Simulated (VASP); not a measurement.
ScSiS3:

```xyz
5
Lattice="4.0180 0.0000 0.0000 0.0000 4.0180 0.0000 0.0000 0.0000 4.0180" Properties=species:S:1:pos:R:3 pbc="T T T"
Sc    0.0000    0.0000    0.0000
Si    2.0090    2.0090    2.0090
S     2.0090    0.0000    0.0000
S     0.0000    2.0090    0.0000
S     0.0000    0.0000    2.0090
```

```yaml
Program: VASP 6.6.1
Task: relaxation of cell and atoms
Functional: PBE
Potentials_or_basis: VASP PAW PBE potentials, release 64 (Sc_sv, Si, S)
Cutoff: 600 eV
k_mesh: 4 × 4 × 4
Occupations: gaussian, width 0.1 eV
Spin: no spin polarisation
```

At the start: pressure 102.8 GPa; volume 12.97 Å³/atom.

Where does the relaxation end?

Over 3 steps the energy falls by 2135.6 meV/atom and the volume is 23.46 Å³/atom (+80.8 %); space group Pm-3m (No. 221, to 0.05 Å).

The path:
| step | energy change (eV) | largest force (eV/Å) | pressure (GPa) | volume (Å³) |
| --- | --- | --- | --- | --- |
| 1 | 0.0000 | 0.0000 | 102.76 | 64.87 |
| 2 | -7.8286 | 0.0000 | -10.30 | 178.55 |
| 3 | -10.6782 | 0.0000 | -0.04 | 117.28 |

Final structure:
```
CELL_PARAMETERS angstrom
4.89491 0.00000 0.00000
0.00000 4.89491 0.00000
0.00000 0.00000 4.89491
ATOMIC_POSITIONS crystal
Sc 0.00000 0.00000 0.00000
Si 0.50000 0.50000 0.50000
S 0.50000 0.00000 0.00000
S 0.00000 0.50000 0.00000
S 0.00000 0.00000 0.50000
```

Caveat: the k points lie up to 0.32 Å⁻¹ apart in the final cell; the volume moved by over 15 % at a fixed basis, so the end points are rough.
